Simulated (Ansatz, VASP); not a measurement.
Bi: VASP beside Ansatz

Contents of INCAR:

```
PREC = Accurate ; ENCUT = 500
EDIFF = 1E-6 ; ISMEAR = -1
SIGMA = 0.1272 ; LREAL = False
LASPH = True ; NELM = 120
ALGO = Normal ; ISIF = 2
LWAVE = False ; LCHARG = True
GGA = PS ; LELF = True
LVHAR = True ; NBANDS = 14
GGA_COMPAT = False
```

File KPOINTS:

```
Automatic mesh
0
Gamma
  6 6 6
```

Contents of POSCAR:

```
Bi
1.0
   -2.0551970000      2.0551970000      2.0551970000
    2.0551970000     -2.0551970000      2.0551970000
    2.0551970000      2.0551970000     -2.0551970000
Bi
1
Direct
    0.0000000000      0.0000000000      0.0000000000
```

Input for Ansatz:

```yaml
crystal:
  lattice:
    - [-2.055197, 2.055197, 2.055197]
    - [2.055197, -2.055197, 2.055197]
    - [2.055197, 2.055197, -2.055197]
  atoms:
    - { symbol: Bi, position: [0.0, 0.0, 0.0] }
  symmetry: { tolerance: 0.0003 }
kpoints:
  mp_grid: { grid: [6, 6, 6], shift: [0, 0, 0] }
magnetization:
  spin_polarized: false
scf:
  occupations: { method: fermi_dirac, width: 0.1272 }
hamiltonian:
  pseudopotentials: { kind: paw }
  xc: pbesol
basis:
  ecutwfc: 420
output:
  forces: true
  stress: true
  eigenvalues: true
```

Alike in both runs: task single point; functional PBEsol; k mesh 6 × 6 × 6; occupations fermi-dirac, width 0.1272 eV; no spin polarisation.

|  | VASP | Ansatz |
| --- | --- | --- |
| version | VASP 6.6.1 | Ansatz 0.2.0 |
| potentials or method | VASP PAW PBE potentials, release 64 (Bi_d), cutoff 500 eV | PAW plane waves |
| valence electrons in the cell | 15 | 15 |

```tsv
	VASP	Ansatz	Ansatz less VASP
gap on the k mesh at the Fermi level (eV)	none	none	-
pressure (GPa)	-6.3	-6.3	+0.06
```

VASP's potentials were made for PBE, not for PBEsol. A gap of «none» marks a metal or a gap that the smearing closes. The functional is the same, so the differences come from potentials, cutoffs and numerics.

The k mesh is coarse, so the values compare programs but aren't converged. Spin-orbit coupling is off throughout.
